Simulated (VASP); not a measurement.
# BP (l) (F-43m) in VASP: a series of runs

The runs below take BP (l) through single point, relaxation of cell and atoms, with LDA.

Program: VASP 6.6.1. These are calculated values, not measurements. Logs are shortened: lines on timing, memory, paths and dates and some standing lists are left out, and cuts for length are marked.

## (1) The cell of the first run

It takes space group F-43m (No. 216, cubic). Conventional cell: a = 4.490 Å, b = 4.490 Å, c = 4.490 Å, α = 90.00°, β = 90.00°, γ = 90.00°. B (site symmetry -43m) has 4 P at 1.94 Å within 2.6 Å. P (site symmetry -43m) has 4 B at 1.94 Å within 2.6 Å.

## (2) Single point, LDA

INCAR

```
PREC     = Accurate       # precision mode
ENCUT    = 500            # plane-wave cutoff, eV
EDIFF    = 1E-6           # SCF threshold, eV
ISMEAR   = 0              # smearing method
SIGMA    = 0.02           # smearing width, eV
LREAL    = False          # projectors in reciprocal space
LASPH    = True           # aspherical terms in the spheres
NELM     = 120            # most SCF steps
ALGO     = Normal         # electronic algorithm
ISIF     = 2              # what is computed and relaxed
LWAVE    = False          # write WAVECAR
LCHARG   = True           # write CHGCAR
LELF     = True           # ELF
LVHAR    = True         
NBANDS   = 11             # bands
GGA_COMPAT= False
```

KPOINTS

```
Automatic mesh
0
Gamma
  10 10 10
```

POSCAR

```
BP
1.0
    0.0000000000      2.2452370278      2.2452370278
    2.2452370278      0.0000000000      2.2452370278
    2.2452370278      2.2452370278      0.0000000000
B P
1 1
Direct
    0.0000000000      0.0000000000      0.0000000000
    0.2500000000      0.2500000000      0.2500000000
```

Potentials or basis: VASP PAW LDA potentials, release 64 (B, P).

On the command line:

```
cat potpaw_LDA.64/B/POTCAR potpaw_LDA.64/P/POTCAR > POTCAR
mpirun -np 1 vasp_std > vasp.out
```

OUTCAR:

```text
PREC = Accurate
   ENCUT = 500
   EDIFF = 1E-6
   ISMEAR = 0
   LREAL = False
   LASPH = True
   NELM = 120
   ISIF = 2

 ion  position               nearest neighbor table
   1  0.000  0.000  0.000-   2 1.94   2 1.94   2 1.94   2 1.94
   2  0.250  0.250  0.250-   1 1.94   1 1.94   1 1.94   1 1.94

  LATTYP: Found a face centered cubic cell.
 ALAT       =     4.4904740556

  Lattice vectors:

 A1 = (   0.0000000000,   2.2452370278,   2.2452370278)
 A2 = (   2.2452370278,   0.0000000000,   2.2452370278)
 A3 = (   2.2452370278,   2.2452370278,   0.0000000000)

Analysis of symmetry for initial positions (statically):
=====================================================================
 Subroutine PRICEL returns:
 Original cell was already a primitive cell.

 Routine SETGRP: Setting up the symmetry group for a
 face centered cubic supercell.

 Subroutine GETGRP returns: Found 24 space group operations
 (whereof 24 operations were pure point group operations)
 out of a pool of 48 trial point group operations.

The static configuration has the point symmetry T_d .

Analysis of symmetry for dynamics (positions and initial velocities):
=====================================================================
 Subroutine PRICEL returns:
 Original cell was already a primitive cell.

 Routine SETGRP: Setting up the symmetry group for a
 face centered cubic supercell.

 Subroutine GETGRP returns: Found 24 space group operations
 (whereof 24 operations were pure point group operations)
 out of a pool of 48 trial point group operations.

The dynamic configuration has the point symmetry T_d .

 Subroutine INISYM returns: Found 24 space group operations
 (whereof 24 operations are pure point group operations),
 and found     1 'primitive' translations

----------------------------------------------------------------------------------------

                                     Primitive cell

  volume of cell :      22.6369

  direct lattice vectors                    reciprocal lattice vectors
     0.000000000  2.245237028  2.245237028    -0.222693637  0.222693637  0.222693637
     2.245237028  0.000000000  2.245237028     0.222693637 -0.222693637  0.222693637
     2.245237028  2.245237028  0.000000000     0.222693637  0.222693637 -0.222693637

  length of vectors
     3.175244655  3.175244655  3.175244655     0.385716694  0.385716694  0.385716694

  position of ions in fractional coordinates (direct lattice)
     0.000000000  0.000000000  0.000000000
     0.250000000  0.250000000  0.250000000

  ion indices of the primitive-cell ions
   primitive index   ion index
                 1           1
                 2           2

----------------------------------------------------------------------------------------

 KPOINTS: Automatic mesh

Automatic generation of k-mesh.
 Grid dimensions read from file:
 generate k-points for:   10   10   10

 Generating k-lattice:

  Cartesian coordinates                     Fractional coordinates (reciprocal lattice)
    -0.022269364  0.022269364  0.022269364     0.100000000  0.000000000  0.000000000
     0.022269364 -0.022269364  0.022269364     0.000000000  0.100000000  0.000000000
     0.022269364  0.022269364 -0.022269364     0.000000000  0.000000000  0.100000000

  Length of vectors
     0.038571669  0.038571669  0.038571669

  Shift w.r.t. Gamma in fractional coordinates (k-lattice)
     0.000000000  0.000000000  0.000000000

 Subroutine IBZKPT returns following result:
 ===========================================

 Found     47 irreducible k-points:

 Following reciprocal coordinates:
            Coordinates               Weight
  0.000000  0.000000  0.000000      1.000000
  0.100000  0.000000  0.000000      8.000000
  0.200000  0.000000  0.000000      8.000000
  0.300000  0.000000  0.000000      8.000000
  0.400000  0.000000  0.000000      8.000000
  0.500000  0.000000  0.000000      4.000000
[... 16 lines left out ...]
  0.300000  0.300000  0.000000      6.000000
  0.400000  0.300000  0.000000     24.000000
 [... further k-points ...]
   k-points           NKPTS =     47   k-points in BZ     NKDIM =     47   number of bands    NBANDS=     11
   number of dos      NEDOS =    301   number of ions     NIONS =      2
   total plane-waves  NPLWV =  13824
   dimension x,y,z NGX =    24 NGY =   24 NGZ =   24
   dimension x,y,z NGXF=    48 NGYF=   48 NGZF=   48
   ions per type =               1   1
   NGX,Y,Z   is equivalent  to a cutoff of  12.57, 12.57, 12.57 a.u.
   NGXF,Y,Z  is equivalent  to a cutoff of  25.13, 25.13, 25.13 a.u.
 SYSTEM =  unknown system
   PREC   = accura    normal or accurate (medium, high low for compatibility)
   ISTART =      0    job   : 0-new  1-cont  2-samecut
   ICHARG =      2    charge: 1-file 2-atom 10-const
   ISPIN  =      1    spin polarized calculation?
   LNONCOLLINEAR =      F non collinear calculations
   LSORBIT =      F    spin-orbit coupling
   LASPH  =      T    aspherical Exc in radial PAW
   ENCUT  =  500.0 eV  36.75 Ry    6.06 a.u.   5.79  5.79  5.79*2*pi/ulx,y,z
   NELM   =    120;   NELMIN=  2; NELMDL= -5     # of ELM steps
   EDIFF  = 0.1E-05   stopping-criterion for ELM
   LREAL  =      F    real-space projection
   EDIFFG = 0.1E-04   stopping-criterion for IOM
   NSW    =      0    number of steps for IOM
   IBRION =     -1    ionic relax: 0-MD 1-quasi-New 2-CG
   NFREE  =      0    steps in history (QN), initial steepest desc. (CG)
   ISIF   =      2    stress and relaxation
   ISYM   =      2    0-nonsym 1-usesym 2-fastsym
   POTIM  = 0.5000    time-step for ionic-motion
   TEBEG  =    0.0;   TEEND  =   0.0 temperature during run
   PSTRESS=    0.0 pullay stress
   NELECT =       8.0000    total number of electrons
   NUPDOWN=      -1.0000    fix difference up-down
   EMIN   =  10.00;   EMAX   =-10.00  energy-range for DOS
   EFERMI =   0.00;   METHOD = LEGACY
   ISMEAR =     0;   SIGMA  =   0.02  broadening in eV -4-tet -1-fermi 0-gaus
   EFERMI_NEDOS =   21; number of points for ismear=-14 and -15
   IALGO  =     38    algorithm
   IMIX   =      4    mixing-type and parameters
     AMIX     =   0.40;   BMIX     =  1.00
     AMIX_MAG =   1.60;   BMIX_MAG =  1.00
  volume/ion in A,a.u.               =      11.32        76.38
  Fermi-wavevector in a.u.,A,eV,Ry     =   1.157442  2.187249 18.227349  1.339672
  Thomas-Fermi vector in A             =   2.294054
   LORBIT       =      0    0 simple, 1 ext, 2 COOP (PROOUT), +10 PAW based schemes
   GGA     = CA    functional components
   LHFCALC =     F    Hartree Fock is set to
   AEXX    =    0.0000 exact exchange contribution
   IVDW    =     0    specifies the selected vdW correction
   LEPSILON=     F    determine dielectric tensor
   LRPA    =     F    only Hartree local field effects (RPA)
 non-spin polarized calculation
 Gauss-broadening in eV      SIGMA  =   0.02
  energy-cutoff  :      500.00
  volume of cell :       22.64
 maximum number of plane-waves:       589
   NGX = 11   NGY = 11   NGZ = 11

 number of electron       8.0000001 magnetization

 Free energy of the ion-electron system (eV)
  ---------------------------------------------------
  ext. energy  EPLUGINS =         0.00000000
  ---------------------------------------------------
  free energy    TOTEN  =       -14.39907807 eV

  energy without entropy =      -14.39907807  energy(sigma->0) =      -14.39907807

 E-fermi :   7.8975     XC(G=0): -11.2188

 val. band max:        7.7870162898   @ k =   0.0000   0.0000   0.0000
 cond. band min:       8.9376932681   @ k =   0.4000   0.4000   0.0000
 fundamental gap:      1.1506769783
 Fermi energy:         7.8974731875

 k-point     1 :       0.0000    0.0000    0.0000
  band No.  band energies     occupation
      1      -7.8843      2.00000
      2       7.7870      2.00000
      3       7.7870      2.00000
      4       7.7870      2.00000
      5      11.2159      0.00000
      6      11.2159      0.00000
      7      11.2159      0.00000
      8      15.6418      0.00000
      9      19.2686      0.00000
     10      20.0621      0.00000
     11      20.0621      0.00000

 k-point     2 :       0.1000    0.0000    0.0000
  band No.  band energies     occupation
      1      -7.6996      2.00000
      2       6.4729      2.00000
      3       7.4853      2.00000
      4       7.4853      2.00000
      5      11.6333      0.00000
      6      11.6333      0.00000
      7      11.6739      0.00000
      8      16.1145      0.00000
      9      19.3235      0.00000
     10      19.3235      0.00000
     11      19.8488      0.00000

 k-point     3 :       0.2000    0.0000    0.0000
  band No.  band energies     occupation
      1      -7.1522      2.00000
      2       4.0957      2.00000
      3       6.9160      2.00000
      4       6.9160      2.00000
      5      11.9312      0.00000
      6      12.3601      0.00000
      7      12.3601      0.00000
      8      17.1283      0.00000
      9      18.6877      0.00000
     10      18.6877      0.00000
     11      20.7451      0.00000

 k-point     4 :       0.3000    0.0000    0.0000
  band No.  band energies     occupation
      1      -6.2701      2.00000
      2       1.6886      2.00000
      3       6.4200      2.00000
      4       6.4200      2.00000
      5      11.8851      0.00000
      6      12.6700      0.00000
      7      12.6700      0.00000
      8      17.8236      0.00000
      9      19.2851      0.00000
     10      19.2851      0.00000
     11      21.0966      0.00000
[... 239 lines left out ...]
 k-point    22 :      -0.2000    0.2000    0.0000
  band No.  band energies     occupation
      1      -5.9713      2.00000
      2       2.5064      2.00000
      3       3.4976      2.00000
      4       6.5248      2.00000
      5      12.2962      0.00000
      6      13.1564      0.00000
      7      14.2624      0.00000
      8      16.2604      0.00000
      9      17.2954      0.00000
     10      21.4788      0.00000
     11      23.8486      0.00000

 k-point    23 :       0.3000    0.3000    0.0000
  band No.  band energies     occupation
      1      -5.7157      2.00000
      2       2.9910      2.00000
      3       4.4823      2.00000
      4       4.4823      2.00000
      5       9.2417      0.00000
      6      11.6025      0.00000
      7      16.7816      0.00000
      8      16.7816      0.00000
      9      21.1594      0.00000
     10      22.3628      0.00000
     11      24.4633      0.00000

 k-point    24 :       0.4000    0.3000    0.0000
  band No.  band energies     occupation
      1      -4.8666      2.00000
      2       1.6318      2.00000
      3       3.6252      2.00000
      4       4.1817      2.00000
      5       9.5264      0.00000
      6      11.3222      0.00000
      7      17.4026      0.00000
      8      17.4277      0.00000
      9      21.9898      0.00000
     10      23.2504      0.00000
     11      25.0908      0.00000

 [... further k-points ...]
[... 5 lines left out ...]
  --------------------------------------------------------------------------------------
  -------------------------------------------------------------------------------------
  Total       -0.0151555     -0.0151555     -0.0151555     -0.0000000     -0.0000000     -0.0000000
  in kB       -1.0726622     -1.0726622     -1.0726622     -0.0000000     -0.0000000     -0.0000000
  external PRESSURE =      -1.0726622 kB  Pullay stress =       0.0000000 kB

 VOLUME and BASIS-vectors are now :
 -----------------------------------------------------------------------------
  energy-cutoff  :      500.00
  volume of cell :       22.64
      direct lattice vectors                 reciprocal lattice vectors
     0.000000000  2.245237028  2.245237028    -0.222693637  0.222693637  0.222693637
     2.245237028  0.000000000  2.245237028     0.222693637 -0.222693637  0.222693637
     2.245237028  2.245237028  0.000000000     0.222693637  0.222693637 -0.222693637

 POSITION                                       TOTAL-FORCE (eV/Angst)
 -----------------------------------------------------------------------------------
      0.00000      0.00000      0.00000         0.000000      0.000000      0.000000
      1.12262      1.12262      1.12262        -0.000000     -0.000000      0.000000
 -----------------------------------------------------------------------------------
    total drift:                                0.000000      0.000000      0.000000

  FREE ENERGIE OF THE ION-ELECTRON SYSTEM (eV)
  ---------------------------------------------------
  free  energy   TOTEN  =       -14.3990780688 eV

  energy  without entropy=      -14.3990780688  energy(sigma->0) =      -14.39907807
```

It took 3.4 s on 1 thread of Intel Xeon 6975P-C (Granite Rapids), shared host; peak memory 0.12 GiB.

Results:

```yaml
Free_energy: -14.3991 eV
Pressure: -0.1 GPa
Band_gap_on_the_k_mesh: 1.15 eV, indirect (least direct gap 3.43 eV)
```

A k mesh can miss the band edges. A hybrid or GW would open this gap; LDA tends to underestimate it.

## (3) Relaxation of cell and atoms, LDA

This run uses another cell than the first one, of 11.64 Å³/atom, 1.028 times its volume.

INCAR

```
SYSTEM = BP
PREC = Accurate
ENCUT = 500
EDIFF = 1E-7
ISMEAR = 0
SIGMA = 0.02
LREAL = .FALSE.
LASPH = .TRUE.
NELM = 120
ALGO = Normal
ISIF = 3
LWAVE = .FALSE.
LCHARG = .FALSE.
GGA = CA
IBRION = 2
NSW = 100
EDIFFG = -0.002
GGA_COMPAT = .FALSE.
NELMIN = 4
```

KPOINTS

```
regular mesh
0
G
  10 10 10
  0 0 0
```

POSCAR

```
BP
1.0
    0.0000000000      2.2660723800      2.2660723800
    2.2660723800      0.0000000000      2.2660723800
    2.2660723800      2.2660723800      0.0000000000
B P
1 1
Direct
    0.0000000000      0.0000000000      0.0000000000
    0.2500000000      0.2500000000      0.2500000000
```

Potentials or basis: VASP PAW LDA potentials, release 64 (B, P).

On the command line:

```
cat potpaw_LDA.64/B/POTCAR potpaw_LDA.64/P/POTCAR > POTCAR
mpirun -np 1 vasp_std > vasp.out
```

It took 5.3 s on 1 thread of Intel Xeon 6975P-C (Granite Rapids), shared host; peak memory 0.12 GiB.

The run converged. Its results:

```yaml
Free_energy: -14.3994 eV
Relaxed_volume: 11.31 Å³/atom
Relaxed_cell: a = 3.175 Å, b = 3.175 Å, c = 3.175 Å, α = 60.00°, β = 60.00°, γ = 60.00°
Space_group_after_relaxing_to_0.05_Å: F-43m (No. 216)
Energy_gained_by_relaxing: 4.9 meV/atom
Ionic_steps: 3
Pressure_after_relaxing: 0.0 GPa
Band_gap_on_the_k_mesh: 1.15 eV, indirect (least direct gap 3.43 eV)
```

Step by step:
```
step  energy change (eV)  largest force (eV/Å)  pressure (GPa)  volume (Å³)
   1              0.0000                0.0000           -4.71        23.27
   2             -0.0039                0.0000            3.94        22.14
   3             -0.0098                0.0000           -0.01        22.62
```

Final structure:
```
B P
1.0
     0.00000    2.24483    2.24483
     2.24483    0.00000    2.24483
     2.24483    2.24483    0.00000
B P
1 1
Direct
  0.00000 0.00000 0.00000
  0.25000 0.25000 0.25000
```

Levels at points of the mesh, in eV from the valence-band top:
| k point | band 1 | band 2 | band 3 | band 4 | band 5 | band 6 | band 7 | band 8 |
| --- | --- | --- | --- | --- | --- | --- | --- | --- |
| (0.00, 0.00, 0.00) | -15.68 | 0.00 | 0.00 | 0.00 | 3.43 | 3.43 | 3.43 | 7.86 |
| (0.50, 0.00, 0.00) | -12.22 | -9.24 | -1.79 | -1.79 | 3.98 | 4.70 | 4.70 | 10.04 |
| (0.50, 0.50, 0.00) | -10.68 | -8.65 | -4.22 | -4.22 | 1.24 | 1.53 | 12.30 | 12.30 |

A k mesh can miss the band edges. LDA gaps usually lie below the measured ones, often by a third to a half.
